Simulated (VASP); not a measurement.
# MnZn (Pm-3m) in VASP: notebook, part 2 of 2

VASP 6.6.1. Earlier steps stand in the parts before.

### Step 4. Single point, LDA, collinear spin, ferromagnetic start

Input file INCAR:

```
SYSTEM = MnZn
  PREC = Accurate
  ENCUT = 520
  EDIFF = 1E-6
  ISMEAR = 0
  SIGMA = 0.1
  LREAL = .False.
  LASPH = .True.
  NELM = 150
  ALGO = Normal
  ISIF = 2
  LWAVE = .False.
  LCHARG = .True.
  ISPIN = 2
  MAGMOM = 4.54 0.17
  LORBIT = 11
  NUPDOWN = 4.8
  LMAXMIX = 4
  GGA = CA
  LELF = .True.
  LVHAR = .True.
  NBANDS = 24
```

Input file KPOINTS:

```
regular mesh
0
Gamma
  7 7 7
  0 0 0
```

Input file POSCAR:

```
MnZn
1.0
    3.0700000000      0.0000000000      0.0000000000
    0.0000000000      3.0700000000      0.0000000000
    0.0000000000      0.0000000000      3.0700000000
Mn Zn
1 1
Direct
    0.0000000000      0.0000000000      0.0000000000
    0.5000000000      0.5000000000      0.5000000000
```

Potentials or basis: VASP PAW LDA potentials, release 64 (Mn_pv, Zn).

Run with:

```bash
$ cat potpaw_LDA.64/Mn_pv/POTCAR potpaw_LDA.64/Zn/POTCAR > POTCAR
$ mpirun -np 1 vasp_std > vasp.out
```

OUTCAR:

```text
SYSTEM = MnZn
   PREC = Accurate
   ENCUT = 520
   EDIFF = 1E-6
   ISMEAR = 0
   LREAL = .False.
   LASPH = .True.
   NELM = 150
   ISIF = 2
   ISPIN = 2
   LORBIT = 11
   NUPDOWN = 4.8
   GGA = CA

 ion  position               nearest neighbor table
   1  0.000  0.000  0.000-   2 2.66   2 2.66   2 2.66   2 2.66   2 2.66   2 2.66   2 2.66   2 2.66

   2  0.500  0.500  0.500-   1 2.66   1 2.66   1 2.66   1 2.66   1 2.66   1 2.66   1 2.66   1 2.66

  LATTYP: Found a simple cubic cell.
 ALAT       =     3.0700000000

  Lattice vectors:

 A1 = (   3.0700000000,   0.0000000000,   0.0000000000)
 A2 = (   0.0000000000,   3.0700000000,   0.0000000000)
 A3 = (   0.0000000000,   0.0000000000,   3.0700000000)

Analysis of symmetry for initial positions (statically):
=====================================================================
 Subroutine PRICEL returns:
 Original cell was already a primitive cell.

 Routine SETGRP: Setting up the symmetry group for a
 simple cubic supercell.

 Subroutine GETGRP returns: Found 48 space group operations
 (whereof 48 operations were pure point group operations)
 out of a pool of 48 trial point group operations.

The static configuration has the point symmetry O_h .

Analysis of symmetry for dynamics (positions and initial velocities):
=====================================================================
 Subroutine PRICEL returns:
 Original cell was already a primitive cell.

 Routine SETGRP: Setting up the symmetry group for a
 simple cubic supercell.

 Subroutine GETGRP returns: Found 48 space group operations
 (whereof 48 operations were pure point group operations)
 out of a pool of 48 trial point group operations.

The dynamic configuration has the point symmetry O_h .

Analysis of structural, dynamic, and magnetic symmetry:
=====================================================================
 Subroutine PRICEL returns:
 Original cell was already a primitive cell.

 Routine SETGRP: Setting up the symmetry group for a
 simple cubic supercell.

 Subroutine GETGRP returns: Found 48 space group operations
 (whereof 48 operations were pure point group operations)
 out of a pool of 48 trial point group operations.

The overall configuration has the point symmetry O_h .

 Subroutine INISYM returns: Found 48 space group operations
 (whereof 48 operations are pure point group operations),
 and found     1 'primitive' translations

----------------------------------------------------------------------------------------

                                     Primitive cell

  volume of cell :      28.9344

  direct lattice vectors                    reciprocal lattice vectors
     3.070000000  0.000000000  0.000000000     0.325732899  0.000000000  0.000000000
     0.000000000  3.070000000  0.000000000     0.000000000  0.325732899  0.000000000
     0.000000000  0.000000000  3.070000000     0.000000000  0.000000000  0.325732899

  length of vectors
     3.070000000  3.070000000  3.070000000     0.325732899  0.325732899  0.325732899

  position of ions in fractional coordinates (direct lattice)
     0.000000000  0.000000000  0.000000000
     0.500000000  0.500000000  0.500000000

  ion indices of the primitive-cell ions
   primitive index   ion index
                 1           1
                 2           2

[... 59 lines left out ...]
   ICHARG =      2    charge: 1-file 2-atom 10-const
   ISPIN  =      2    spin polarized calculation?
   LNONCOLLINEAR =      F non collinear calculations
   LSORBIT =      F    spin-orbit coupling
   LASPH  =      T    aspherical Exc in radial PAW
   ENCUT  =  520.0 eV  38.22 Ry    6.18 a.u.   5.71  5.71  5.71*2*pi/ulx,y,z
   NELM   =    150;   NELMIN=  2; NELMDL= -5     # of ELM steps
   EDIFF  = 0.1E-05   stopping-criterion for ELM
   LREAL  =      F    real-space projection
   EDIFFG = 0.1E-04   stopping-criterion for IOM
   NSW    =      0    number of steps for IOM
   IBRION =     -1    ionic relax: 0-MD 1-quasi-New 2-CG
   NFREE  =      0    steps in history (QN), initial steepest desc. (CG)
   ISIF   =      2    stress and relaxation
   ISYM   =      2    0-nonsym 1-usesym 2-fastsym
   POTIM  = 0.5000    time-step for ionic-motion
   TEBEG  =    0.0;   TEEND  =   0.0 temperature during run
   PSTRESS=    0.0 pullay stress
   NELECT =      25.0000    total number of electrons
   NUPDOWN=       4.8000    fix difference up-down
   EMIN   =  10.00;   EMAX   =-10.00  energy-range for DOS
   EFERMI =   0.00;   METHOD = LEGACY
   ISMEAR =     0;   SIGMA  =   0.10  broadening in eV -4-tet -1-fermi 0-gaus
   EFERMI_NEDOS =   21; number of points for ismear=-14 and -15
   IALGO  =     38    algorithm
   IMIX   =      4    mixing-type and parameters
     AMIX     =   0.40;   BMIX     =  1.00
     AMIX_MAG =   1.60;   BMIX_MAG =  1.00
  volume/ion in A,a.u.               =      14.47        97.63
  Fermi-wavevector in a.u.,A,eV,Ry     =   1.559253  2.946560 33.079416  2.431268
  Thomas-Fermi vector in A             =   2.662638
   LORBIT       =     11    0 simple, 1 ext, 2 COOP (PROOUT), +10 PAW based schemes
   GGA     = CA    functional components
   LHFCALC =     F    Hartree Fock is set to
   AEXX    =    0.0000 exact exchange contribution
   IVDW    =     0    specifies the selected vdW correction
   LEPSILON=     F    determine dielectric tensor
   LRPA    =     F    only Hartree local field effects (RPA)
 spin polarized calculation
 Gauss-broadening in eV      SIGMA  =   0.10
  energy-cutoff  :      520.00
  volume of cell :       28.93
 maximum number of plane-waves:       791
 NGX is ok and might be reduce to    24
   NGX = 11   NGY = 11   NGZ = 11

 number of electron      24.9999987 magnetization       4.8000376

 Free energy of the ion-electron system (eV)
  ---------------------------------------------------
  ext. energy  EPLUGINS =         0.00000000
  ---------------------------------------------------
  free energy    TOTEN  =       -10.20411030 eV

  energy without entropy =      -10.19707905  energy(sigma->0) =      -10.20059468

 E-fermi :   4.4339     XC(G=0): -12.3415

 val. band max:        6.8996810778   @ k =   0.2857   0.2857   0.1429
 cond. band min:       4.4685654356   @ k =   0.2857   0.2857   0.1429
 fundamental gap:     -2.4311156422
 Fermi energy:         7.6390099250

 spin component 1

 k-point     1 :       0.0000    0.0000    0.0000
  band No.  band energies     occupation
      1     -44.4790      1.00000
      2     -44.4790      1.00000
      3     -44.4790      1.00000
      4      -4.4018      1.00000
      5      -2.3684      1.00000
      6      -2.3684      1.00000
[... 529 lines left out ...]
     23      33.3935      0.00000
     24      33.3935      0.00000
 Fermi energy:         4.4339100919

 spin component 2

 k-point     1 :       0.0000    0.0000    0.0000
  band No.  band energies     occupation
      1     -40.5087      1.00000
      2     -40.5087      1.00000
      3     -40.5087      1.00000
      4      -3.6013      1.00000
      5      -2.1795      1.00000
      6      -2.1795      1.00000
[... 529 lines left out ...]
     23      34.2067      0.00000
     24      35.5851      0.00000

------------------------ aborting loop because EDIFF is reached ----------------------------------------

  FORCE on cell =-STRESS in cart. coord.  units (eV):
  Direction    XX          YY          ZZ          XY          YZ          ZX
  --------------------------------------------------------------------------------------
  -------------------------------------------------------------------------------------
  Total        0.4138812      0.4138812      0.4138812     -0.0000000     -0.0000000      0.0000000
  in kB       22.9177062     22.9177062     22.9177062     -0.0000000     -0.0000000      0.0000000
  external PRESSURE =      22.9177062 kB  Pullay stress =       0.0000000 kB

 VOLUME and BASIS-vectors are now :
 -----------------------------------------------------------------------------
  energy-cutoff  :      520.00
  volume of cell :       28.93
      direct lattice vectors                 reciprocal lattice vectors
     3.070000000  0.000000000  0.000000000     0.325732899  0.000000000  0.000000000
     0.000000000  3.070000000  0.000000000     0.000000000  0.325732899  0.000000000
     0.000000000  0.000000000  3.070000000     0.000000000  0.000000000  0.325732899

 POSITION                                       TOTAL-FORCE (eV/Angst)
 -----------------------------------------------------------------------------------
      0.00000      0.00000      0.00000         0.000000      0.000000      0.000000
      1.53500      1.53500      1.53500         0.000000      0.000000      0.000000
 -----------------------------------------------------------------------------------
    total drift:                                0.000000      0.000000     -0.000000

  FREE ENERGIE OF THE ION-ELECTRON SYSTEM (eV)
  ---------------------------------------------------
  free  energy   TOTEN  =       -10.2041103032 eV

  energy  without entropy=      -10.1970790512  energy(sigma->0) =      -10.20059468

 total charge

# of ion       s       p       d       tot
------------------------------------------
    1        0.314   6.266   4.906  11.487
    2        0.644   0.548   9.709  10.901
--------------------------------------------------
tot          0.958   6.815  14.615  22.388

 magnetization (x)

# of ion       s       p       d       tot
------------------------------------------
    1        0.051   0.101   3.984   4.136
    2       -0.012   0.099   0.074   0.161
--------------------------------------------------
tot          0.039   0.200   4.058   4.297
```

Run time: 26 s. Hardware: 1 thread of Intel Xeon 8259CL, shared host; peak memory 0.15 GiB.

Results:

```
Free energy                                           : -10.2041 eV
Pressure                                              : 2.3 GPa
Net moment                                            : 4.80 μB per cell
Site moments                                          : Mn +4.14; Zn +0.16 μB
Valence electrons inside the program's atomic spheres : Mn 11.49; Zn 10.90
```

Caveat: the total moment is fixed, so each spin has its own Fermi level.

### Step 5. Overview

| fixed moment (μB) | pressure (GPa) | moment (μB) |
| --- | --- | --- |
| 3.2 | -15.5 | 3.20 |
| 4.0 | -7.3 | 4.00 |
| 4.8 | 2.3 | 4.80 |

Alike in all rows: task single point; level LDA; potentials or basis VASP PAW LDA potentials, release 64 (Mn_pv, Zn); spin collinear, ferromagnetic start; cell as given; k mesh 7 × 7 × 7; cutoff (eV) 520; smearing gaussian 0.1 eV.

Caveats: the total moment is fixed, so each spin has its own Fermi level; the cell stands under tension (at least some runs).

Absolute energies hang on the potentials; compare differences alone.
